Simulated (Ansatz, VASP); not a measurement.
## Zr3SnSe: VASP beside Ansatz

```
CELL_PARAMETERS angstrom
4.83805 0.00000 0.00000
0.00000 4.83805 0.00000
0.00000 0.00000 4.83805
ATOMIC_POSITIONS crystal
Zr 0.00000 0.50000 0.50000
Zr 0.50000 0.00000 0.50000
Zr 0.50000 0.50000 0.00000
Sn 0.00000 0.00000 0.00000
Se 0.50000 0.50000 0.50000
```

Alike in both runs: task relaxation of cell and atoms; functional PBE; k mesh 4 × 4 × 4; occupations gaussian, width 0.1 eV; no spin polarisation.

|  | VASP | Ansatz |
| --- | --- | --- |
| version | VASP 6.6.1 | Ansatz 0.2.0 |
| potentials or method | VASP PAW PBE potentials, release 64 (Zr_sv, Sn_d, Se), cutoff 600 eV | scalar-relativistic, plane waves, PAW |
| valence electrons in the cell | 56 | 66 |

VASP gave:

- gap on the k mesh at the Fermi level, each at its own relaxed structure (eV): none
- relaxed volume (Å³/atom): 24.83
- relaxed length of the cell vector where the two differ most in proportion (Å): 4.989

Problem. Estimate Ansatz's values.

Solution. gap on the k mesh at the Fermi level, each at its own relaxed structure (eV): none; relaxed volume (Å³/atom): 24.73; relaxed length of the cell vector where the two differ most in proportion (Å): 4.982.

A gap of «none» marks a metal or a gap that the smearing closes. VASP's potentials hold 56 valence electrons a cell and Ansatz's 66, so a difference there can come from the potentials and not from the codes.
